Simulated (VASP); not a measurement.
Crystal: GaN.

```
Ga N
1.0
     3.18000    0.00000    0.00000
    -1.59000    2.75396    0.00000
     0.00000    0.00000    5.16600
Ga N
2 2
Cartesian
  0.0000 1.8360 0.0000
  1.5900 0.9180 2.5830
  0.0000 1.8360 1.9373
  1.5900 0.9180 4.5203
```

- Program: VASP 6.6.1
- Task: relaxation of cell and atoms
- Functional: LDA
- Potentials or basis: VASP PAW LDA potentials, release 64 (Ga_d, N)
- Cutoff: 600 eV
- k mesh: 12 × 12 × 4
- Occupations: gaussian, width 0.01 eV
- Spin: no spin polarisation

At the start: pressure -3.5 GPa; volume 11.31 Å³/atom.

Problem. Where does the relaxation end?

Solution. Over 3 steps the energy falls by 2.7 meV/atom and the volume is 11.10 Å³/atom (-1.8 %); space group P6_3mc (No. 186, to 0.1 Å) before and after.

Step by step:
```tsv
step	energy change (eV)	largest force (eV/Å)	pressure (GPa)	volume (Å³)
1	0.0000	0.1275	-3.55	45.24
2	0.0000	0.1148	3.88	43.62
3	-0.0109	0.0107	0.02	44.42
```

Final structure:
```cif
data_structure
_symmetry_space_group_name_H-M 'P 1'
_symmetry_Int_Tables_number 1
_cell_length_a 3.1566
_cell_length_b 3.1566
_cell_length_c 5.1473
_cell_angle_alpha 90.000
_cell_angle_beta 90.000
_cell_angle_gamma 120.000
_cell_volume 44.42
loop_
_atom_site_label
_atom_site_type_symbol
_atom_site_fract_x
_atom_site_fract_y
_atom_site_fract_z
_atom_site_occupancy
Ga1 Ga 0.33333 0.66667 0.99940 1
Ga2 Ga 0.66667 0.33333 0.49940 1
N1 N 0.33333 0.66667 0.37560 1
N2 N 0.66667 0.33333 0.87560 1
```
